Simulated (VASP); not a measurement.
# Au in VASP: notebook

Runs on Au. Level: PBE. Tasks: single point.

Everything below comes from runs of VASP 6.6.1. Logs are shortened: lines on timing, memory, paths and dates and some standing lists are left out, and cuts for length are marked.

### 1 The cell of the first run

It takes space group P6_3/mmc (No. 194, hexagonal). The conventional cell has a = 2.747 Å, b = 2.747 Å, c = 4.623 Å, α = 90.00°, β = 90.00°, γ = 120.00°. Within 3.6 Å of Au (site symmetry -6m2) lie 12 Au at 2.75 to 2.80 Å.

### 2 Single point, PBE

Contents of INCAR:

```
SYSTEM = Au
ALGO = Normal ; EDIFF = 1E-6
ENCUT = 520 ; GGA = PE
ISIF = 2 ; ISMEAR = 0
LASPH = .True. ; LCHARG = .False.
LREAL = .False. ; LWAVE = .False.
NBANDS = 18 ; NELM = 60
PREC = Accurate ; SIGMA = 0.05
```

Contents of KPOINTS:

```
k-points
0
Gamma
  15 15 8
  0 0 0
```

Contents of POSCAR:

```
Au
1.0
    2.7470778878      0.0000000000      0.0000000000
   -1.3735389439      2.3790392371      0.0000000000
    0.0000000000      0.0000000000      4.6226689975
Au
2
Direct
    0.3333333333      0.6666666667      0.7500000000
    0.6666666667      0.3333333333      0.2500000000
```

Potentials or basis: VASP PAW PBE potentials, release 64 (Au).

On the command line:

```bash
cat potpaw_PBE.64/Au/POTCAR > POTCAR
mpirun -np 1 vasp_std > vasp.out
```

OUTCAR:

```text
SYSTEM = Au
   EDIFF = 1E-6
   ENCUT = 520
   GGA = PE
   ISIF = 2
   ISMEAR = 0
   LASPH = .True.
   LREAL = .False.
   NELM = 60
   PREC = Accurate

 ion  position               nearest neighbor table
   1  0.333  0.667  0.750-   2 2.80   2 2.80   2 2.80   2 2.80   2 2.80   2 2.80
   2  0.667  0.333  0.250-   1 2.80   1 2.80   1 2.80   1 2.80   1 2.80   1 2.80

  LATTYP: Found a hexagonal cell.
 ALAT       =     2.7470778878
 C/A-ratio  =     1.6827586207

  Lattice vectors:

 A1 = (   2.7470778878,   0.0000000000,   0.0000000000)
 A2 = (  -1.3735389439,   2.3790392371,   0.0000000000)
 A3 = (   0.0000000000,   0.0000000000,   4.6226689975)

Analysis of symmetry for initial positions (statically):
=====================================================================
 Subroutine PRICEL returns:
 Original cell was already a primitive cell.

 Routine SETGRP: Setting up the symmetry group for a
 hexagonal supercell.

 Subroutine GETGRP returns: Found 24 space group operations
 (whereof 12 operations were pure point group operations)
 out of a pool of 24 trial point group operations.

The static configuration has the point symmetry D_3d.
 The point group associated with its full space group is D_6h.

Analysis of symmetry for dynamics (positions and initial velocities):
=====================================================================
 Subroutine PRICEL returns:
 Original cell was already a primitive cell.

 Routine SETGRP: Setting up the symmetry group for a
 hexagonal supercell.

 Subroutine GETGRP returns: Found 24 space group operations
 (whereof 12 operations were pure point group operations)
 out of a pool of 24 trial point group operations.

The dynamic configuration has the point symmetry D_3d.
 The point group associated with its full space group is D_6h.

 Subroutine INISYM returns: Found 24 space group operations
 (whereof 12 operations are pure point group operations),
 and found     1 'primitive' translations

----------------------------------------------------------------------------------------

                                     Primitive cell

  volume of cell :      30.2110

  direct lattice vectors                    reciprocal lattice vectors
     2.747077888  0.000000000  0.000000000     0.364023170  0.210168875  0.000000000
    -1.373538944  2.379039237  0.000000000     0.000000000  0.420337750  0.000000000
     0.000000000  0.000000000  4.622668997     0.000000000  0.000000000  0.216325244

  length of vectors
     2.747077888  2.747077888  4.622668997     0.420337750  0.420337750  0.216325244

  position of ions in fractional coordinates (direct lattice)
     0.333333333  0.666666667  0.750000000
     0.666666667  0.333333333  0.250000000

  ion indices of the primitive-cell ions
   primitive index   ion index
                 1           1
                 2           2

----------------------------------------------------------------------------------------

 KPOINTS: k-points

Automatic generation of k-mesh.
 Grid dimensions read from file:
 generate k-points for:   15   15    8

 Generating k-lattice:

  Cartesian coordinates                     Fractional coordinates (reciprocal lattice)
     0.024268211  0.014011258  0.000000000     0.066666667  0.000000000  0.000000000
     0.000000000  0.028022517  0.000000000     0.000000000  0.066666667  0.000000000
     0.000000000  0.000000000  0.027040656     0.000000000  0.000000000  0.125000000

  Length of vectors
     0.028022517  0.028022517  0.027040656

  Shift w.r.t. Gamma in fractional coordinates (k-lattice)
     0.000000000  0.000000000  0.000000000

 Subroutine IBZKPT returns following result:
 ===========================================

 Found    135 irreducible k-points:

 Following reciprocal coordinates:
            Coordinates               Weight
  0.000000  0.000000  0.000000      1.000000
  0.066667  0.000000  0.000000      6.000000
  0.133333  0.000000  0.000000      6.000000
  0.200000  0.000000  0.000000      6.000000
  0.266667  0.000000  0.000000      6.000000
  0.333333  0.000000  0.000000      6.000000
[... 16 lines left out ...]
  0.333333  0.200000  0.000000     12.000000
  0.400000  0.200000  0.000000      6.000000
 [... further k-points ...]
   k-points           NKPTS =    135   k-points in BZ     NKDIM =    135   number of bands    NBANDS=     18
   number of dos      NEDOS =    301   number of ions     NIONS =      2
   total plane-waves  NPLWV =  14400
   dimension x,y,z NGX =    20 NGY =   20 NGZ =   36
   dimension x,y,z NGXF=    40 NGYF=   40 NGZF=   72
   ions per type =               2
   NGX,Y,Z   is equivalent  to a cutoff of  12.10, 12.10, 12.95 a.u.
   NGXF,Y,Z  is equivalent  to a cutoff of  24.21, 24.21, 25.89 a.u.
 SYSTEM =  Au
   PREC   = accura    normal or accurate (medium, high low for compatibility)
   ISTART =      0    job   : 0-new  1-cont  2-samecut
   ICHARG =      2    charge: 1-file 2-atom 10-const
   ISPIN  =      1    spin polarized calculation?
   LNONCOLLINEAR =      F non collinear calculations
   LSORBIT =      F    spin-orbit coupling
   LASPH  =      T    aspherical Exc in radial PAW
   ENCUT  =  520.0 eV  38.22 Ry    6.18 a.u.   5.11  5.11  8.60*2*pi/ulx,y,z
   NELM   =     60;   NELMIN=  2; NELMDL= -5     # of ELM steps
   EDIFF  = 0.1E-05   stopping-criterion for ELM
   LREAL  =      F    real-space projection
   EDIFFG = 0.1E-04   stopping-criterion for IOM
   NSW    =      0    number of steps for IOM
   IBRION =     -1    ionic relax: 0-MD 1-quasi-New 2-CG
   NFREE  =      0    steps in history (QN), initial steepest desc. (CG)
   ISIF   =      2    stress and relaxation
   ISYM   =      2    0-nonsym 1-usesym 2-fastsym
   POTIM  = 0.5000    time-step for ionic-motion
   TEBEG  =    0.0;   TEEND  =   0.0 temperature during run
   PSTRESS=    0.0 pullay stress
   NELECT =      22.0000    total number of electrons
   NUPDOWN=      -1.0000    fix difference up-down
   EMIN   =  10.00;   EMAX   =-10.00  energy-range for DOS
   EFERMI =   0.00;   METHOD = LEGACY
   ISMEAR =     0;   SIGMA  =   0.05  broadening in eV -4-tet -1-fermi 0-gaus
   EFERMI_NEDOS =   21; number of points for ismear=-14 and -15
   IALGO  =     38    algorithm
   IMIX   =      4    mixing-type and parameters
     AMIX     =   0.40;   BMIX     =  1.00
     AMIX_MAG =   1.60;   BMIX_MAG =  1.00
  volume/ion in A,a.u.               =      15.11       101.94
  Fermi-wavevector in a.u.,A,eV,Ry     =   1.472857  2.783296 29.515226  2.169308
  Thomas-Fermi vector in A             =   2.587821
   LORBIT       =      0    0 simple, 1 ext, 2 COOP (PROOUT), +10 PAW based schemes
   GGA     = PE    functional components
   LHFCALC =     F    Hartree Fock is set to
   AEXX    =    0.0000 exact exchange contribution
   IVDW    =     0    specifies the selected vdW correction
   LEPSILON=     F    determine dielectric tensor
   LRPA    =     F    only Hartree local field effects (RPA)
 non-spin polarized calculation
 Gauss-broadening in eV      SIGMA  =   0.05
  energy-cutoff  :      520.00
  volume of cell :       30.21
 maximum number of plane-waves:       831
   NGX = 11   NGY = 11   NGZ = 17

 number of electron      21.9999998 magnetization

 Free energy of the ion-electron system (eV)
  ---------------------------------------------------
  ext. energy  EPLUGINS =         0.00000000
  ---------------------------------------------------
  free energy    TOTEN  =        -5.84214735 eV

  energy without entropy =       -5.84141498  energy(sigma->0) =       -5.84178117

 E-fermi :  11.6484     XC(G=0): -13.4506

 val. band max:       11.6286120522   @ k =   0.4667  -0.0000   0.5000
 cond. band min:      11.7106762646   @ k =   0.3333   0.0667   0.3750
 fundamental gap:      0.0820642124
 Fermi energy:        11.6484352346

 k-point     1 :       0.0000    0.0000    0.0000
  band No.  band energies     occupation
      1       0.4192      2.00000
      2       3.0214      2.00000
      3       5.9873      2.00000
      4       6.3436      2.00000
      5       6.3436      2.00000
      6       6.7320      2.00000
[... 10 lines left out ...]
     17      31.4536      0.00000
     18      31.4536      0.00000

 k-point     2 :       0.0667    0.0000    0.0000
  band No.  band energies     occupation
      1       0.5779      2.00000
      2       3.1570      2.00000
      3       5.9284      2.00000
      4       6.3858      2.00000
      5       6.4583      2.00000
      6       6.6669      2.00000
[... 10 lines left out ...]
     17      30.5455      0.00000
     18      30.6382      0.00000

 k-point     3 :       0.1333    0.0000    0.0000
  band No.  band energies     occupation
      1       1.0370      2.00000
      2       3.5238      2.00000
      3       5.7464      2.00000
      4       6.4118      2.00000
      5       6.6651      2.00000
      6       6.7939      2.00000
[... 10 lines left out ...]
     17      29.0763      0.00000
     18      30.0742      0.00000

 k-point     4 :       0.2000    0.0000    0.0000
  band No.  band energies     occupation
      1       1.7367      2.00000
      2       3.9517      2.00000
      3       5.6039      2.00000
      4       6.0821      2.00000
      5       6.2102      2.00000
      6       7.0631      2.00000
[... 375 lines left out ...]
      4       5.4359      2.00000
      5       6.0260      2.00000
      6       6.7132      2.00000
[... 10 lines left out ...]
     17      25.7600      0.00000
     18      26.8497      0.00000

 k-point    23 :       0.3333    0.2000    0.0000
  band No.  band energies     occupation
      1       4.3674      2.00000
      2       4.4449      2.00000
      3       4.5270      2.00000
      4       6.0084      2.00000
      5       6.0440      2.00000
      6       6.5273      2.00000
[... 10 lines left out ...]
     17      24.9832      0.00000
     18      26.1202      0.00000

 k-point    24 :       0.4000    0.2000    0.0000
  band No.  band energies     occupation
      1       4.3016      2.00000
      2       4.4331      2.00000
      3       4.5109      2.00000
      4       6.1037      2.00000
      5       6.2638      2.00000
      6       6.3784      2.00000
[... 10 lines left out ...]
     17      24.4458      0.00000
     18      25.9327      0.00000

 [... further k-points ...]

------------------------ aborting loop because EDIFF is reached ----------------------------------------

  FORCE on cell =-STRESS in cart. coord.  units (eV):
  Direction    XX          YY          ZZ          XY          YZ          ZX
  --------------------------------------------------------------------------------------
  -------------------------------------------------------------------------------------
  Total        7.7902304      7.7902304      7.0975865      0.0000000      0.0000000      0.0000000
  in kB      413.1383491    413.1383491    376.4054479      0.0000000      0.0000000      0.0000000
  external PRESSURE =     400.8940487 kB  Pullay stress =       0.0000000 kB

 VOLUME and BASIS-vectors are now :
 -----------------------------------------------------------------------------
  energy-cutoff  :      520.00
  volume of cell :       30.21
      direct lattice vectors                 reciprocal lattice vectors
     2.747077888  0.000000000  0.000000000     0.364023170  0.210168875  0.000000000
    -1.373538944  2.379039237  0.000000000     0.000000000  0.420337750  0.000000000
     0.000000000  0.000000000  4.622668997     0.000000000  0.000000000  0.216325244

 POSITION                                       TOTAL-FORCE (eV/Angst)
 -----------------------------------------------------------------------------------
     -0.00000      1.58603      3.46700        -0.000000      0.000000      0.000000
      1.37354      0.79301      1.15567         0.000000     -0.000000      0.000000
 -----------------------------------------------------------------------------------
    total drift:                               -0.000000      0.000000     -0.000000

  FREE ENERGIE OF THE ION-ELECTRON SYSTEM (eV)
  ---------------------------------------------------
  free  energy   TOTEN  =        -5.8421473507 eV

  energy  without entropy=       -5.8414149848  energy(sigma->0) =       -5.84178117
```

Wall time 19 s (1 thread of Intel Xeon 6975P-C (Granite Rapids), shared host); peak memory 0.18 GiB.

Results:

```
Free energy            : -5.8421 eV
Pressure               : 40.1 GPa
Band gap on the k mesh : zero (band 11 reaches 16.62 eV, above the bottom of band 12 at 8.72 eV)
```

Levels at points of the mesh, in eV from the Fermi level:
```tsv
k point	band 9	band 10	band 11	band 12	band 13	band 14
(0.00, 0.00, 0.00)	-4.05	-2.37	-2.37	-1.81	3.29	14.41
(0.00, 0.00, 0.50)	-2.93	-2.93	-2.93	-2.93	11.38	11.38
```

Caveat: spin-orbit coupling is left out, which moves the levels of the heavy elements.

### 3 Single point, PBE

This run uses another cell than the first one, of 17.77 Å³/atom, 1.176 times its volume.

Contents of INCAR:

```
SYSTEM = Au
PREC = Accurate ; ENCUT = 520
EDIFF = 1E-6 ; ISMEAR = 0
SIGMA = 0.05 ; LREAL = .FALSE.
LASPH = .TRUE. ; NELM = 80
ALGO = Fast ; ISIF = 2
LWAVE = .FALSE. ; LCHARG = .FALSE.
GGA = PE ; NBANDS = 18
```

Contents of KPOINTS:

```
regular mesh
0
G
  15 15 8
  0 0 0
```

Contents of POSCAR:

```
Au
1.0
    2.9000000000      0.0000000000      0.0000000000
   -1.4500000000      2.5114736710      0.0000000000
    0.0000000000      0.0000000000      4.8800000000
Au
2
Direct
    0.3333333333      0.6666666667      0.7500000000
    0.6666666667      0.3333333333      0.2500000000
```

Potentials or basis: VASP PAW PBE potentials, release 64 (Au).

On the command line:

```bash
cat potpaw_PBE.64/Au/POTCAR > POTCAR
mpirun -np 1 vasp_std > vasp.out
```

It took 22 s on 1 thread of Intel Xeon 6975P-C (Granite Rapids), shared host; peak memory 0.2 GiB.

The run converged. Its results:

| Property | Result |
| --- | --- |
| Free energy | -6.4347 eV |
| Pressure | 1.6 GPa |
| Band gap on the k mesh | zero (band 11 reaches 12.88 eV, above the bottom of band 12 at 6.20 eV) |

Stress tensor (GPa, compression positive):
```
1.59 0.00 0.00
0.00 1.59 0.00
0.00 0.00 1.69
```

Levels at points of the mesh, in eV from the Fermi level:
| k point | band 7 | band 8 | band 9 | band 10 | band 11 | band 12 | band 13 | band 14 | band 15 | band 16 |
| --- | --- | --- | --- | --- | --- | --- | --- | --- | --- | --- |
| (0.00, 0.00, 0.00) | -4.13 | -3.47 | -3.47 | -2.20 | -2.20 | -1.00 | 2.41 | 14.57 | 15.60 | 16.67 |
| (0.00, 0.00, 0.50) | -4.45 | -4.45 | -2.63 | -2.63 | -2.63 | -2.63 | 10.27 | 10.27 | 14.85 | 14.85 |

Caveat: spin-orbit coupling is left out, which moves the levels of the heavy elements.

[end of part 1 of 2]
